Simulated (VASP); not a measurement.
Input of a VASP 6.6.1 run:

INCAR

```
ALGO     = Fast           # electronic algorithm
EDIFF    = 1E-6           # SCF threshold, eV
ENCUT    = 520            # plane-wave cutoff, eV
GGA      = CA             # functional
ISIF     = 2              # what is computed and relaxed
ISMEAR   = 0              # smearing method
LASPH    = T              # aspherical terms in the spheres
LCHARG   = T              # write CHGCAR
LELF     = T              # ELF
LREAL    = F              # projectors in reciprocal space
LVHAR    = T            
LWAVE    = F              # write WAVECAR
NBANDS   = 12             # bands
NELM     = 100            # most SCF steps
PREC     = Accurate       # precision mode
SIGMA    = 0.15           # smearing width, eV
```

KPOINTS

```
k-points
0
Gamma
  22 22 22
```

Contents of POSCAR:

```
Cu
1.0
    0.0000000000      1.8075000000      1.7532750000
    1.8075000000      0.0000000000      1.7532750000
    1.8075000000      1.8075000000      0.0000000000
Cu
1
Direct
    0.0000000000      0.0000000000      0.0000000000
```

Potentials or basis: VASP PAW LDA potentials, release 64 (Cu).

Run with:

```console
$ cat potpaw_LDA.64/Cu/POTCAR > POTCAR
$ mpirun -np 1 vasp_std > vasp.out
```

Question: What does it give for the pressure?

Answer: -7.6 GPa.

Stress tensor (GPa, compression positive):
```
-8.13  0.00  0.00
 0.00 -8.13  0.00
 0.00  0.00 -6.44
```

Caveat: the cell differs from its parent crystal (strain +0.000 along x and y, -0.030 along z).
